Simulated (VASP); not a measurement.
Here is a VASP 6.6.1 calculation.

Contents of INCAR:

```
PREC     = Accurate       # precision mode
ENCUT    = 520            # plane-wave cutoff, eV
EDIFF    = 1E-6           # SCF threshold, eV
ISMEAR   = 0              # smearing method
SIGMA    = 0.1            # smearing width, eV
LREAL    = F              # projectors in reciprocal space
LASPH    = T              # aspherical terms in the spheres
NELM     = 80             # most SCF steps
ALGO     = Fast           # electronic algorithm
ISIF     = 2              # what is computed and relaxed
LWAVE    = F              # write WAVECAR
LCHARG   = F              # write CHGCAR
GGA      = PE             # functional
NBANDS   = 13             # bands
```

Contents of KPOINTS:

```
regular mesh
0
Gamma
  14 14 14
```

Contents of POSCAR:

```
Pb
1.0
    0.0000000000      2.5704417869      2.5704417869
    2.5704417869      0.0000000000      2.5704417869
    2.5704417869      2.5704417869      0.0000000000
Pb
1
Direct
    0.0000000000      0.0000000000      0.0000000000
```

Potentials or basis: VASP PAW PBE potentials, release 64 (Pb_d).

Run with:

```bash
$ cat potpaw_PBE.64/Pb_d/POTCAR > POTCAR
$ mpirun -np 1 vasp_std > vasp.out
```

What does it give for the pressure?

-2.1 GPa.

Estimate the band gap on the k mesh.

zero (band 7 reaches 12.63 eV, above the bottom of band 8 at 4.75 eV).

Caveat: spin-orbit coupling is left out, which moves the levels of the heavy elements.
